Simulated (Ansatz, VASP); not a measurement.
# One calculation of LuPd2O2, two programs

```xyz
5
Lattice="-2.1366 2.1366 4.2213 2.1366 -2.1366 4.2213 2.1366 2.1366 -4.2213" Properties=species:S:1:pos:R:3 pbc="T T T"
Lu    0.0000    0.0000    4.2213
Pd    0.0000    0.0000    7.0760
Pd    0.0000    0.0000    1.3667
O     0.0000    2.1366    0.0000
O     2.1366    0.0000    0.0000
```

Alike in both runs: functional PBE; k mesh 12 × 12 × 12; occupations gaussian, width 0.1 eV; no spin polarisation.

Ansatz relaxed the structure, and its values are those at the end. VASP's run is a single point on that final structure, the one shown.

|  | VASP | Ansatz |
| --- | --- | --- |
| version | VASP 6.6.1 | Ansatz 0.2.0 |
| potentials or method | VASP PAW PBE potentials, release 64 (Lu, Pd, O), cutoff 520 eV | scalar-relativistic, plane waves, PAW |
| valence electrons in the cell | 57 | 73 |

```csv
,VASP,Ansatz,Ansatz less VASP
gap on the k mesh at the Fermi level (eV),none,none,-
pressure (GPa),0.4,0.0,-0.44
rms of the force components (eV/Å),0.007,0.000,-0.0073
```

A gap of «none» marks a metal or a gap that the smearing closes. VASP's potentials hold 57 valence electrons a cell and Ansatz's 73, so a difference there can come from the potentials and not from the codes.

Spin-orbit coupling is off throughout.
